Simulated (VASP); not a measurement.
# SrTiO3 (Cm) in VASP: relaxation of cell and atoms with PBE

Aim: the relaxation of cell and atoms of SrTiO3 with PBE.

Everything below comes from runs of VASP 6.6.1. Logs are shortened: lines on timing, memory, paths and dates and some standing lists are left out, and cuts for length are marked.

## Step 1: The cell of the first run

Symmetry: Cm, No. 8, monoclinic system. Conventional cell: a = 5.617 Å, b = 5.590 Å, c = 3.932 Å, α = 90.00°, β = 90.22°, γ = 90.00°. Within 3.5 Å of Sr (site symmetry m) lie 12 O at 2.66 to 2.96 Å and 8 Ti at 3.41 to 3.46 Å. Ti (site symmetry m) has 6 O at 1.87 to 2.10 Å within 2.5 Å. Within 2.5 Å of O (site symmetry 1) lie 2 Ti at 1.87 to 2.10 Å. Within 2.5 Å of O (site symmetry m) lie 2 Ti at 1.90 to 2.04 Å.

## Step 2: Relaxation of cell and atoms, PBE

Contents of INCAR:

```
  ALGO = Normal
  EDIFF = 1E-6
  EDIFFG = -0.01
  ENCUT = 600
  GGA = PE
  IBRION = 2
  ISIF = 3
  ISMEAR = 0
  LASPH = T
  LCHARG = F
  LREAL = F
  LWAVE = F
  NELM = 80
  NSW = 100
  PREC = Accurate
  SIGMA = 0.02
```

Contents of KPOINTS:

```
k-points
0
Gamma
  8 8 8
```

Contents of POSCAR:

```
SrTiO3
1.0
    2.8086098236     -2.7948296537      0.0000000000
    2.8086098236      2.7948296537      0.0000000000
   -0.0151323669      0.0000000000      3.9319166492
Sr Ti O
1 1 3
Direct
    0.5145704417      0.5145704417      0.4915740170
    0.0179160510      0.0179160510      0.9884923789
    0.4889839778      0.9898637403      0.0066514939
    0.9898637403      0.4889839778      0.0066514939
    0.9883021845      0.9883021845      0.5066370985
```

Potentials or basis: VASP PAW PBE potentials, release 64 (Sr_sv, Ti_sv, O).

Run with:

```sh
$ cat potpaw_PBE.64/Sr_sv/POTCAR potpaw_PBE.64/Ti_sv/POTCAR potpaw_PBE.64/O/POTCAR > POTCAR
$ mpirun -np 1 vasp_std > vasp.out
```

OUTCAR:

```text
EDIFF = 1E-6
   EDIFFG = -0.01
   ENCUT = 600
   GGA = PE
   IBRION = 2
   ISIF = 3
   ISMEAR = 0
   LASPH = T
   LREAL = F
   NELM = 80
   NSW = 100
   PREC = Accurate

 ion  position               nearest neighbor table
   1  0.515  0.515  0.492-   5 2.66   4 2.68   3 2.68   4 2.76   3 2.76   5 2.80   5 2.80   4 2.82
                             3 2.82   3 2.91   4 2.91   5 2.96   2 3.41   2 3.41   2 3.41   2 3.41
   2  0.018  0.018  0.988-   3 1.87   4 1.87   5 1.90   5 2.04   4 2.10   3 2.10   1 3.41   1 3.41
                             1 3.41   1 3.41   1 3.42   1 3.42   1 3.43   1 3.46
   3  0.489  0.990  0.007-   2 1.87   2 2.10   1 2.68   1 2.76   1 2.82   1 2.91
   4  0.990  0.489  0.007-   2 1.87   2 2.10   1 2.68   1 2.76   1 2.82   1 2.91
   5  0.988  0.988  0.507-   2 1.90   2 2.04   1 2.66   1 2.80   1 2.80   1 2.96

  LATTYP: Found a base centered monoclinic cell.
 ALAT       =     5.6172196472
 B/A-ratio  =     0.9950935976
 C/A-ratio  =     0.6999807761
 COS(beta)  =    -0.0038485696

  Lattice vectors:

 A1 = (   2.8086098236,  -2.7948296537,   0.0000000000)
 A2 = (   2.8086098236,   2.7948296537,   0.0000000000)
 A3 = (  -0.0151323669,   0.0000000000,   3.9319166492)

Analysis of symmetry for initial positions (statically):
=====================================================================
 Subroutine PRICEL returns:
 Original cell was already a primitive cell.

 Routine SETGRP: Setting up the symmetry group for a
 base centered monoclinic supercell.

 Subroutine GETGRP returns: Found  2 space group operations
 (whereof  2 operations were pure point group operations)
 out of a pool of  4 trial point group operations.

The static configuration has the point symmetry C_1h.

Analysis of symmetry for dynamics (positions and initial velocities):
=====================================================================
 Subroutine PRICEL returns:
 Original cell was already a primitive cell.

 Routine SETGRP: Setting up the symmetry group for a
 base centered monoclinic supercell.

 Subroutine GETGRP returns: Found  2 space group operations
 (whereof  2 operations were pure point group operations)
 out of a pool of  4 trial point group operations.

The dynamic configuration has the point symmetry C_1h.

 Subroutine INISYM returns: Found  2 space group operations
 (whereof  2 operations are pure point group operations),
 and found     1 'primitive' translations

----------------------------------------------------------------------------------------
[... 122 lines left out ...]
  Thomas-Fermi vector in A             =   2.537978
   LORBIT       =      0    0 simple, 1 ext, 2 COOP (PROOUT), +10 PAW based schemes
   GGA     = PE    functional components
   LHFCALC =     F    Hartree Fock is set to
   AEXX    =    0.0000 exact exchange contribution
   IVDW    =     0    specifies the selected vdW correction
   LEPSILON=     F    determine dielectric tensor
   LRPA    =     F    only Hartree local field effects (RPA)
 conjugate gradient relaxation of ions
 non-spin polarized calculation
 Gauss-broadening in eV      SIGMA  =   0.02
  energy-cutoff  :      600.00
  volume of cell :       61.73
 maximum number of plane-waves:      2083
   NGX = 15   NGY = 15   NGZ = 15

--------------------------------------- Ionic step        1  -------------------------------------------

 number of electron      40.0000006 magnetization

 Free energy of the ion-electron system (eV)
  ---------------------------------------------------
  ext. energy  EPLUGINS =         0.00000000
  ---------------------------------------------------
  free energy    TOTEN  =       -40.11579252 eV

  energy without entropy =      -40.11579252  energy(sigma->0) =      -40.11579252

------------------------ aborting loop because EDIFF is reached ----------------------------------------

  FORCE on cell =-STRESS in cart. coord.  units (eV):
  Direction    XX          YY          ZZ          XY          YZ          ZX
  --------------------------------------------------------------------------------------
  -------------------------------------------------------------------------------------
  Total        0.1498639      0.1592321      0.2123281      0.0000000      0.0000000     -0.0033844
  in kB        3.8897946      4.1329512      5.5110838      0.0000000      0.0000000     -0.0878438
  external PRESSURE =       4.5112765 kB  Pullay stress =       0.0000000 kB
[... 98 lines left out ...]
  FREE ENERGIE OF THE ION-ELECTRON SYSTEM (eV)
  ---------------------------------------------------
  free  energy   TOTEN  =       -40.1168435202 eV

  energy  without entropy=      -40.1168435202  energy(sigma->0) =      -40.11684352

[... ionic steps 4 to 9 ...]

--------------------------------------- Ionic step       10  -------------------------------------------

 number of electron      40.0000013 magnetization

------------------------ aborting loop because EDIFF is reached ----------------------------------------
[... 73 lines left out ...]
--------------------------------------- Ionic step       12  -------------------------------------------

 number of electron      40.0000013 magnetization

 Free energy of the ion-electron system (eV)
  ---------------------------------------------------
  ext. energy  EPLUGINS =         0.00000000
  ---------------------------------------------------
  free energy    TOTEN  =       -40.11877793 eV

  energy without entropy =      -40.11877793  energy(sigma->0) =      -40.11877793

 E-fermi :   3.9520     XC(G=0): -11.0861

 val. band max:        3.8683852602   @ k =   0.5000   0.5000   0.5000
 cond. band min:       5.9312598448   @ k =   0.0000   0.0000   0.0000
 fundamental gap:      2.0628745846
 Fermi energy:         3.9520416184

 k-point     1 :       0.0000    0.0000    0.0000
  band No.  band energies     occupation
      1     -52.5958      2.00000
      2     -29.0029      2.00000
      3     -28.8443      2.00000
      4     -28.8407      2.00000
      5     -28.8320      2.00000
      6     -13.4225      2.00000
[... 637 lines left out ...]
     23       6.9095      0.00000
     24       8.4768      0.00000

 [... further k-points ...]

------------------------ aborting loop because EDIFF is reached ----------------------------------------

  FORCE on cell =-STRESS in cart. coord.  units (eV):
  Direction    XX          YY          ZZ          XY          YZ          ZX
  --------------------------------------------------------------------------------------
  -------------------------------------------------------------------------------------
  Total       -0.0080004     -0.0097722      0.0073114      0.0000000      0.0000000     -0.0013118
  in kB       -0.2081279     -0.2542214      0.1902043      0.0000000      0.0000000     -0.0341265
  external PRESSURE =      -0.0907150 kB  Pullay stress =       0.0000000 kB
[... 20 lines left out ...]
  FREE ENERGIE OF THE ION-ELECTRON SYSTEM (eV)
  ---------------------------------------------------
  free  energy   TOTEN  =       -40.1187779339 eV

  energy  without entropy=      -40.1187779339  energy(sigma->0) =      -40.11877793

 reached required accuracy - stopping structural energy minimisation
```

CONTCAR:

```text
SrTiO3
   1.00000000000000
     2.7998871935769487   -2.7921149971285040    0.0019852294038997
     2.7998871935769487    2.7921149971285040    0.0019852294038997
    -0.0122978147776043    0.0000000000000000    3.9389895795842209
  Sr              Ti              O
     1     1     3
Direct
     0.5106284678269600    0.5106284678269600    0.4935261919017943
     0.0137256311087178    0.0137256311087178    0.9908894824956090
     0.4916628532205404    0.9921024628328701    0.0051250934312459
     0.9921024628328701    0.4916628532205404    0.0051250934312459
     0.9915169803109133    0.9915169803109133    0.5053406209401049

  0.00000000E+00  0.00000000E+00  0.00000000E+00
  0.00000000E+00  0.00000000E+00  0.00000000E+00
  0.00000000E+00  0.00000000E+00  0.00000000E+00
  0.00000000E+00  0.00000000E+00  0.00000000E+00
  0.00000000E+00  0.00000000E+00  0.00000000E+00
```

It took 10 min on 1 thread of AMD EPYC 9R45 (Zen 5), shared host; peak memory 0.39 GiB.

Results:

| Quantity | Value |
| --- | --- |
| Free energy | -40.1188 eV |
| Relaxed volume | 12.32 Å³/atom |
| Relaxed cell | a = 3.954 Å, b = 3.954 Å, c = 3.939 Å, α = 90.10°, β = 90.10°, γ = 89.84° |
| Space group after relaxing (to 0.1 Å) | R3m (No. 160) |
| Energy gained by relaxing | 0.6 meV/atom |
| Ionic steps | 12 |
| Pressure after relaxing | 0.0 GPa |
| Largest force after relaxing | 0.005 eV/Å |
| Band gap on the k mesh | 2.06 eV (least direct gap 2.57 eV) |

Forces in eV/Å, atoms in the order of the input:
```
Sr  -0.001  0.000 -0.003
Ti   0.003  0.000 -0.004
O    0.000  0.001  0.003
O    0.000 -0.001  0.003
O   -0.001  0.000  0.000
```

The path:
```
step  energy change (eV)  largest force (eV/Å)  pressure (GPa)  volume (Å³)
   1              0.0000                0.1540            0.45        61.73
   2             -0.0009                0.0444           -0.62        62.04
   3             -0.0011                0.0678           -0.37        61.96
   4             -0.0018                0.0336           -0.18        61.83
   5             -0.0022                0.0530            0.09        61.65
   6             -0.0025                0.0452           -0.01        61.68
   7             -0.0027                0.0313           -0.26        61.73
   8             -0.0028                0.0240           -0.14        61.67
   9             -0.0029                0.0219            0.06        61.58
  10             -0.0029                0.0206            0.04        61.59
  11             -0.0030                0.0123            0.02        61.59
  12             -0.0030                0.0050           -0.01        61.59
```

Final structure:
```
CELL_PARAMETERS angstrom
2.79989 -2.79211 0.00199
2.79989 2.79211 0.00199
-0.01230 0.00000 3.93899
ATOMIC_POSITIONS crystal
Sr 0.51063 0.51063 0.49353
Ti 0.01373 0.01373 0.99089
O 0.49166 0.99210 0.00513
O 0.99210 0.49166 0.00513
O 0.99152 0.99152 0.50534
```

Levels at points of the mesh, in eV from the valence-band top:
```tsv
k point	band 18	band 19	band 20	band 21	band 22	band 23
(0.00, 0.00, 0.00)	-0.61	-0.52	-0.50	2.06	2.13	2.21
(0.50, 0.00, 0.00)	-1.90	-0.87	-0.78	2.25	3.71	3.77
(0.50, 0.50, 0.00)	-1.53	-1.51	-0.12	3.74	3.76	4.14
(0.00, 0.00, 0.50)	-1.91	-0.94	-0.83	2.31	3.70	3.79
(0.50, 0.00, 0.50)	-1.54	-1.52	-0.09	3.75	3.76	4.16
(0.50, 0.50, 0.50)	-0.04	-0.02	0.00	4.28	4.35	4.37
```

A k mesh can miss the band edges.
